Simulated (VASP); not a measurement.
CdTe: single point with LDA

The system is CdTe.

```xyz
2
Lattice="0.0000 3.2821 3.2821 3.2821 0.0000 3.2821 3.2821 3.2821 0.0000" Properties=species:S:1:pos:R:3 pbc="T T T"
Cd    0.0000    0.0000    0.0000
Te    4.9232    4.9232    4.9232
```

* Program: VASP 6.6.1
* Task: single point
* Functional: LDA
* Potentials or basis: VASP PAW LDA potentials, release 64 (Cd, Te)
* Cutoff: 520 eV
* k mesh: 6 × 6 × 6
* Occupations: gaussian, width 0.1 eV
* Spin: no spin polarisation
* Dipole correction: no
* Further INCAR settings: ALGO = Normal; EDIFF = 1e-07; NBANDS = 16

```yaml
Pressure: -2.6 GPa
Band_gap_on_the_k_mesh: 0.43 eV, direct
```

Levels at points of the mesh, in eV from the valence-band top:
| k point | band 5 | band 6 | band 7 | band 8 | band 9 | band 10 | band 11 | band 12 | band 13 | band 14 |
| --- | --- | --- | --- | --- | --- | --- | --- | --- | --- | --- |
| (0.00, 0.00, 0.00) | -7.93 | -7.93 | 0.00 | 0.00 | 0.00 | 0.43 | 4.52 | 4.52 | 4.52 | 7.16 |
| (0.50, 0.00, 0.00) | -7.92 | -7.62 | -4.29 | -0.73 | -0.73 | 1.62 | 5.10 | 5.10 | 6.82 | 8.30 |
| (0.50, 0.50, 0.00) | -7.90 | -7.49 | -4.20 | -1.76 | -1.76 | 2.52 | 2.55 | 8.43 | 8.79 | 8.79 |

It took 26 s on 1 thread of Intel Xeon 8259CL, with other jobs on the host, peak memory 0.18 GiB.

Caveat: spin-orbit coupling is left out, which moves the levels of the heavy elements.
